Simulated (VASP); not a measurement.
# BP (F-43m) in VASP: dielectric tensor with r2SCAN

Aim: the dielectric tensor of BP with r2SCAN.

Program: VASP 6.6.1. These are calculated values, not measurements. Logs are shortened: lines on timing, memory, paths and dates and some standing lists are left out, and cuts for length are marked.

## Step 1: The cell of the first run

Symmetry: F-43m, No. 216, cubic system. The conventional cell has a = 4.537 Å, b = 4.537 Å, c = 4.537 Å, α = 90.00°, β = 90.00°, γ = 90.00°. Within 2.6 Å of B (site symmetry -43m) lie 4 P at 1.96 Å. P (site symmetry -43m) has 4 B at 1.96 Å within 2.6 Å.

## Step 2: Dielectric tensor, r2SCAN

INCAR reads:

```
SYSTEM = BP
PREC     = Accurate       ! precision mode
ENCUT    = 520            ! plane-wave cutoff, eV
EDIFF    = 1E-8           ! SCF threshold, eV
ISMEAR   = 0              ! smearing method
SIGMA    = 0.01           ! smearing width, eV
LREAL    = .False.        ! projectors in reciprocal space
LASPH    = .True.         ! aspherical terms in the spheres
NELM     = 100            ! most SCF steps
ALGO     = Normal         ! electronic algorithm
ISIF     = 2              ! what is computed and relaxed
LWAVE    = .False.        ! write WAVECAR
LCHARG   = .False.        ! write CHGCAR
METAGGA  = R2SCAN         ! meta-GGA
LMIXTAU  = .True.       
LCALCEPS = .True.
```

KPOINTS reads:

```
regular mesh
0
Gamma
  8 8 8
  0 0 0
```

POSCAR reads:

```
BP
1.0
    0.0000000000      2.2683156724      2.2683156724
    2.2683156724      0.0000000000      2.2683156724
    2.2683156724      2.2683156724      0.0000000000
B P
1 1
Direct
    0.0000000000      0.0000000000      0.0000000000
    0.2500000000      0.2500000000      0.2500000000
```

Potentials or basis: VASP PAW PBE potentials, release 64 (B, P).

On the command line:

```sh
cat potpaw_PBE.64/B/POTCAR potpaw_PBE.64/P/POTCAR > POTCAR
mpirun -np 1 vasp_std > vasp.out
```

OUTCAR:

```text
SYSTEM = BP
   PREC = Accurate
   ENCUT = 520
   EDIFF = 1E-8
   ISMEAR = 0
   LREAL = .False.
   LASPH = .True.
   NELM = 100
   ISIF = 2
   METAGGA = R2SCAN

 ion  position               nearest neighbor table
   1  0.000  0.000  0.000-   2 1.96   2 1.96   2 1.96   2 1.96
   2  0.250  0.250  0.250-   1 1.96   1 1.96   1 1.96   1 1.96

  LATTYP: Found a face centered cubic cell.
 ALAT       =     4.5366313448

  Lattice vectors:

 A1 = (   0.0000000000,   2.2683156724,   2.2683156724)
 A2 = (   2.2683156724,   0.0000000000,   2.2683156724)
 A3 = (   2.2683156724,   2.2683156724,   0.0000000000)

Analysis of symmetry for initial positions (statically):
=====================================================================
 Subroutine PRICEL returns:
 Original cell was already a primitive cell.

 Routine SETGRP: Setting up the symmetry group for a
 face centered cubic supercell.

 Subroutine GETGRP returns: Found 24 space group operations
 (whereof 24 operations were pure point group operations)
 out of a pool of 48 trial point group operations.

The static configuration has the point symmetry T_d .

Analysis of symmetry for dynamics (positions and initial velocities):
=====================================================================
 Subroutine PRICEL returns:
 Original cell was already a primitive cell.

 Routine SETGRP: Setting up the symmetry group for a
 face centered cubic supercell.

 Subroutine GETGRP returns: Found 24 space group operations
 (whereof 24 operations were pure point group operations)
 out of a pool of 48 trial point group operations.

The dynamic configuration has the point symmetry T_d .

 Subroutine INISYM returns: Found 24 space group operations
 (whereof 24 operations are pure point group operations),
 and found     1 'primitive' translations

----------------------------------------------------------------------------------------

                                     Primitive cell

  volume of cell :      23.3421

  direct lattice vectors                    reciprocal lattice vectors
     0.000000000  2.268315672  2.268315672    -0.220427873  0.220427873  0.220427873
     2.268315672  0.000000000  2.268315672     0.220427873 -0.220427873  0.220427873
     2.268315672  2.268315672  0.000000000     0.220427873  0.220427873 -0.220427873

  length of vectors
     3.207882788  3.207882788  3.207882788     0.381792276  0.381792276  0.381792276

  position of ions in fractional coordinates (direct lattice)
     0.000000000  0.000000000  0.000000000
     0.250000000  0.250000000  0.250000000

  ion indices of the primitive-cell ions
   primitive index   ion index
                 1           1
                 2           2

----------------------------------------------------------------------------------------

 KPOINTS: regular mesh

Automatic generation of k-mesh.
 Grid dimensions read from file:
 generate k-points for:    8    8    8

 Generating k-lattice:

  Cartesian coordinates                     Fractional coordinates (reciprocal lattice)
    -0.027553484  0.027553484  0.027553484     0.125000000  0.000000000  0.000000000
     0.027553484 -0.027553484  0.027553484     0.000000000  0.125000000  0.000000000
     0.027553484  0.027553484 -0.027553484     0.000000000  0.000000000  0.125000000

  Length of vectors
     0.047724035  0.047724035  0.047724035

  Shift w.r.t. Gamma in fractional coordinates (k-lattice)
     0.000000000  0.000000000  0.000000000

 Subroutine IBZKPT returns following result:
 ===========================================

 Found     29 irreducible k-points:

 Following reciprocal coordinates:
            Coordinates               Weight
  0.000000  0.000000  0.000000      1.000000
  0.125000  0.000000  0.000000      8.000000
  0.250000  0.000000  0.000000      8.000000
  0.375000  0.000000  0.000000      8.000000
  0.500000  0.000000  0.000000      4.000000
  0.125000  0.125000  0.000000      6.000000
[... 16 lines left out ...]
  0.500000  0.250000  0.125000     48.000000
 -0.375000  0.250000  0.125000     24.000000
 [... further k-points ...]
   k-points           NKPTS =     29   k-points in BZ     NKDIM =     29   number of bands    NBANDS=      8
   number of dos      NEDOS =    301   number of ions     NIONS =      2
   total plane-waves  NPLWV =  13824
   dimension x,y,z NGX =    24 NGY =   24 NGZ =   24
   dimension x,y,z NGXF=    48 NGYF=   48 NGZF=   48
   ions per type =               1   1
   NGX,Y,Z   is equivalent  to a cutoff of  12.44, 12.44, 12.44 a.u.
   NGXF,Y,Z  is equivalent  to a cutoff of  24.88, 24.88, 24.88 a.u.
 SYSTEM =  BP
   PREC   = accura    normal or accurate (medium, high low for compatibility)
   ISTART =      0    job   : 0-new  1-cont  2-samecut
   ICHARG =      2    charge: 1-file 2-atom 10-const
   ISPIN  =      1    spin polarized calculation?
   LNONCOLLINEAR =      F non collinear calculations
   LSORBIT =      F    spin-orbit coupling
   LASPH  =      T    aspherical Exc in radial PAW
   ENCUT  =  520.0 eV  38.22 Ry    6.18 a.u.   5.96  5.96  5.96*2*pi/ulx,y,z
   NELM   =    100;   NELMIN=  2; NELMDL= -5     # of ELM steps
   EDIFF  = 0.1E-07   stopping-criterion for ELM
   LREAL  =      F    real-space projection
   EDIFFG = 0.1E-06   stopping-criterion for IOM
   NSW    =      0    number of steps for IOM
   IBRION =     -1    ionic relax: 0-MD 1-quasi-New 2-CG
   NFREE  =      0    steps in history (QN), initial steepest desc. (CG)
   ISIF   =      2    stress and relaxation
   ISYM   =      2    0-nonsym 1-usesym 2-fastsym
   POTIM  = 0.5000    time-step for ionic-motion
   TEBEG  =    0.0;   TEEND  =   0.0 temperature during run
   PSTRESS=    0.0 pullay stress
   NELECT =       8.0000    total number of electrons
   NUPDOWN=      -1.0000    fix difference up-down
   EMIN   =  10.00;   EMAX   =-10.00  energy-range for DOS
   EFERMI =   0.00;   METHOD = LEGACY
   ISMEAR =     0;   SIGMA  =   0.01  broadening in eV -4-tet -1-fermi 0-gaus
   EFERMI_NEDOS =   21; number of points for ismear=-14 and -15
   IALGO  =     38    algorithm
   IMIX   =      4    mixing-type and parameters
     AMIX     =   0.40;   BMIX     =  1.00
     AMIX_MAG =   1.60;   BMIX_MAG =  1.00
  volume/ion in A,a.u.               =      11.67        78.76
  Fermi-wavevector in a.u.,A,eV,Ry     =   1.145666  2.164995 17.858333  1.312550
  Thomas-Fermi vector in A             =   2.282353
   LORBIT       =      0    0 simple, 1 ext, 2 COOP (PROOUT), +10 PAW based schemes
   METAGGA = R2SCAN    functional components
   LHFCALC =     F    Hartree Fock is set to
   AEXX    =    0.0000 exact exchange contribution
   IVDW    =     0    specifies the selected vdW correction
   LEPSILON=     F    determine dielectric tensor
   LRPA    =     F    only Hartree local field effects (RPA)
   LRPA       =     F
 non-spin polarized calculation
 Gauss-broadening in eV      SIGMA  =   0.01
  energy-cutoff  :      520.00
  volume of cell :       23.34
 maximum number of plane-waves:       638
   NGX = 11   NGY = 11   NGZ = 11

 number of electron       8.0000000 magnetization

 Free energy of the ion-electron system (eV)
  ---------------------------------------------------
  ext. energy  EPLUGINS =         0.00000000
  ---------------------------------------------------
  free energy    TOTEN  =       -17.30956968 eV

  energy without entropy =      -17.30956968  energy(sigma->0) =      -17.30956968

 E-fermi :   7.4537     XC(G=0): -11.5046

 val. band max:        7.4008728671   @ k =   0.0000   0.0000   0.0000
 cond. band min:   10000.0000000000   @ k =   0.0000   0.0000   0.0000
 fundamental gap:   9992.5991271329
 Fermi energy:         7.4537445796

 k-point     1 :       0.0000    0.0000    0.0000
  band No.  band energies     occupation
      1      -8.8673      2.00000
      2       7.4004      2.00000
      3       7.4005      2.00000
      4       7.4009      2.00000
      5   10000.0000      0.00000
      6   10000.0000      0.00000
      7   10000.0000      0.00000
      8   10000.0000      0.00000
[... 243 lines left out ...]
 k-point    24 :      -0.3750    0.2500    0.1250
  band No.  band energies     occupation
      1      -4.6692      2.00000
      2      -1.5139      2.00000
      3       2.6341      2.00000
      4       4.1178      2.00000
      5   10000.0000      0.00000
      6   10000.0000      0.00000
      7   10000.0000      0.00000
      8   10000.0000      0.00000

 [... further k-points ...]

------------------------ aborting loop because EDIFF is reached ----------------------------------------

            Ionic dipole moment: p[ion]=(     5.67079     5.67079     5.67079 ) |e| Angst

 Total electronic dipole moment: p[elc]=(     0.00115     0.00115     0.01099 ) |e| Angst

 MACROSCOPIC STATIC DIELECTRIC TENSOR (including local field effects)
 ------------------------------------------------------
           8.632895     0.000000    -0.000000
           0.000000     8.632895    -0.000000
           0.000000     0.000000     8.632895
 ------------------------------------------------------

 PIEZOELECTRIC TENSOR (including local field effects) (e Angst)
          XX          YY          ZZ          XY          YZ          ZX
  --------------------------------------------------------------------------------
  x     0.00000     0.00000     0.00000    -0.00000     0.09509    -0.00000
  y    -0.00000    -0.00000    -0.00000    -0.00000     0.00000     0.09509
  z    -0.00000    -0.00000    -0.00000     0.09509     0.00000     0.00000

 PIEZOELECTRIC TENSOR (including local field effects) (C/m^2)
          XX          YY          ZZ          XY          YZ          ZX
  --------------------------------------------------------------------------------
  x     0.00000     0.00000     0.00000    -0.00000     0.06527    -0.00000
  y    -0.00000    -0.00000    -0.00000    -0.00000     0.00000     0.06527
  z    -0.00000    -0.00000    -0.00000     0.06527     0.00000     0.00000

 BORN EFFECTIVE CHARGES (including local field effects) (in |e|, cummulative output)
 ---------------------------------------------------------------------------------
 ion    1
    1    -0.44266     0.00000     0.00000
    2    -0.00000    -0.44266     0.00000
    3     0.00000    -0.00000    -0.44266
 ion    2
    1     0.44266     0.00000     0.00000
    2     0.00000     0.44266     0.00000
    3    -0.00000    -0.00000     0.44266

  FORCE on cell =-STRESS in cart. coord.  units (eV):
  Direction    XX          YY          ZZ          XY          YZ          ZX
  --------------------------------------------------------------------------------------
  -------------------------------------------------------------------------------------
  Total       -0.0730471     -0.0730471     -0.0730471      0.0000000      0.0000000      0.0000000
  in kB       -5.0138671     -5.0138671     -5.0138671      0.0000000      0.0000000      0.0000000
  external PRESSURE =      -5.0138671 kB  Pullay stress =       0.0000000 kB

 VOLUME and BASIS-vectors are now :
 -----------------------------------------------------------------------------
  energy-cutoff  :      520.00
  volume of cell :       23.34
      direct lattice vectors                 reciprocal lattice vectors
     0.000000000  2.268315672  2.268315672    -0.220427873  0.220427873  0.220427873
     2.268315672  0.000000000  2.268315672     0.220427873 -0.220427873  0.220427873
     2.268315672  2.268315672  0.000000000     0.220427873  0.220427873 -0.220427873

 POSITION                                       TOTAL-FORCE (eV/Angst)
 -----------------------------------------------------------------------------------
      0.00000      0.00000      0.00000        -0.000000     -0.000000     -0.000000
      1.13416      1.13416      1.13416         0.000000      0.000000      0.000000
 -----------------------------------------------------------------------------------
    total drift:                                0.000000      0.000000      0.000000

  FREE ENERGIE OF THE ION-ELECTRON SYSTEM (eV)
  ---------------------------------------------------
  free  energy   TOTEN  =       -17.3095696808 eV

  energy  without entropy=      -17.3095696808  energy(sigma->0) =      -17.30956968
```

It took 12 min on 1 thread of Intel Xeon Platinum 8488C (Sapphire Rapids), shared host; peak memory 0.26 GiB.

Results:

```yaml
Band_gap_on_the_k_mesh: 1.48 eV (least direct gap 3.64 eV)
Electronic_dielectric_tensor_diagonal: 8.63
Born_charges_mean_of_the_diagonal: B -0.44; P +0.44 e
```

Electronic dielectric tensor:
```
8.63 0.00 0.00
0.00 8.63 0.00
0.00 0.00 8.63
```

Born effective charge tensors (e):
atom 1, B
```
-0.44  0.00  0.00
 0.00 -0.44  0.00
 0.00  0.00 -0.44
```
atom 2, P
```
0.44 0.00 0.00
0.00 0.44 0.00
0.00 0.00 0.44
```

Dipole moments of the cell (e·Å, modulo the quantum): ionic 5.671, 5.671, 5.671; electronic 0.001, 0.001, 0.011

Caveat: the PAW data sets were made with another functional, which shifts forces and pressure a little. A k mesh can miss the band edges.
